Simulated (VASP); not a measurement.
A run of VASP 6.6.1:

File INCAR:

```
PREC     = Accurate       # precision mode
ENCUT    = 500            # plane-wave cutoff, eV
EDIFF    = 1E-6           # SCF threshold, eV
ISMEAR   = -1             # smearing method
SIGMA    = 0.08           # smearing width, eV
LREAL    = F              # projectors in reciprocal space
LASPH    = T              # aspherical terms in the spheres
NELM     = 120            # most SCF steps
ALGO     = Normal         # electronic algorithm
ISIF     = 2              # what is computed and relaxed
LWAVE    = F              # write WAVECAR
LCHARG   = F              # write CHGCAR
NBANDS   = 16             # bands
GGA_COMPAT= F
```

The input KPOINTS:

```
Automatic mesh
0
Gamma
  10 10 10
```

POSCAR

```
HgTe
1.0
    0.0000000000      2.8820154301      2.8820154301
    2.8820154301      0.0000000000      2.8820154301
    2.8820154301      2.8820154301      0.0000000000
Hg Te
1 1
Direct
    0.0000000000      0.0000000000      0.0000000000
    0.5000000000      0.5000000000      0.5000000000
```

Potentials or basis: VASP PAW LDA potentials, release 64 (Hg, Te).

Run with:

```console
$ cat potpaw_LDA.64/Hg/POTCAR potpaw_LDA.64/Te/POTCAR > POTCAR
$ mpirun -np 1 vasp_std > vasp.out
```

Hardware: 1 thread of Intel(R) Xeon(R) 6975P-C (Granite Rapids), with other jobs on the host.

Estimate the wall time of this run.

Run time: 14 s on 1 thread of Intel(R) Xeon(R) 6975P-C (Granite Rapids), with other jobs on the host, peak memory 0.17 GiB. Counts: scf iterations 11, k points 47.
